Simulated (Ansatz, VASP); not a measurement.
# Lu in VASP and in Ansatz

INCAR

```
SYSTEM = Lu
PREC     = Accurate       ! precision mode
ENCUT    = 600            ! plane-wave cutoff, eV
EDIFF    = 1E-6           ! SCF threshold, eV
ISMEAR   = -1             ! smearing method
SIGMA    = 0.1            ! smearing width, eV
LREAL    = .False.        ! projectors in reciprocal space
LASPH    = .True.         ! aspherical terms in the spheres
NELM     = 120            ! most SCF steps
ALGO     = Normal         ! electronic algorithm
ISIF     = 2              ! what is computed and relaxed
LWAVE    = .False.        ! write WAVECAR
LCHARG   = .False.        ! write CHGCAR
GGA      = RP             ! functional
NBANDS   = 58             ! bands
GGA_COMPAT= .False.
```

Contents of KPOINTS:

```
Automatic mesh
0
Gamma
  12 12 4
  0 0 0
```

Contents of POSCAR:

```
Lu
1.0
    3.4349087928      0.0000000000      0.0000000000
   -1.7174543964      2.9747182742      0.0000000000
    0.0000000000      0.0000000000     11.0066712312
Lu
4
Direct
    0.0000000000      0.0000000000      0.0000000000
    0.0000000000      0.0000000000      0.5000000000
    0.3333333333      0.6666666667      0.2500000000
    0.6666666667      0.3333333333      0.7500000000
```

Input for Ansatz:

```yaml
crystal:
  lattice:
    - [3.4349087928, 0.0, 0.0]
    - [-1.7174543964, 2.9747182742, 0.0]
    - [0.0, 0.0, 11.0066712312]
  atoms:
    - { symbol: Lu, position: [0.0, 0.0, 0.0] }
    - { symbol: Lu, position: [0.0, 0.0, 0.5] }
    - { symbol: Lu, position: [0.3333333333, 0.6666666667, 0.25] }
    - { symbol: Lu, position: [0.6666666667, 0.3333333333, 0.75] }
hamiltonian:
  xc: rpbe
  pseudopotentials:
    kind: paw
    azcp:
      Lu: "pseudopotentials/Lu.paw.azcp"
basis:
  ecutwfc: 420
  fft_grid_basis: typed
kpoints:
  mp_grid: { grid: [12, 12, 4], shift: [0, 0, 0] }
magnetization:
  spin_polarized: false
scf:
  occupations: { method: fermi_dirac, width: 0.1 }
  lower_state_search: "off"
output:
  stress: true
```

Alike in both runs: task single point; functional RPBE; k mesh 12 × 12 × 4; occupations fermi-dirac, width 0.1 eV; no spin polarisation.

|  | VASP | Ansatz |
| --- | --- | --- |
| version | VASP 6.6.1 | Ansatz 0.2.0 |
| potentials or method | VASP PAW PBE potentials, release 64 (Lu), cutoff 600 eV | plane waves (420 eV) with PAW, scalar-relativistic |
| valence electrons in the cell | 100 | 100 |

|  | VASP | Ansatz | Ansatz less VASP |
| --- | --- | --- | --- |
| pressure (GPa) | 3.9 | 3.8 | -0.13 |
| traceless stress, the component that is largest in VASP (GPa) | 0.08 | 0.09 | +0.006 |

VASP's potentials were made for PBE, not for RPBE.

Spin-orbit coupling is off throughout.
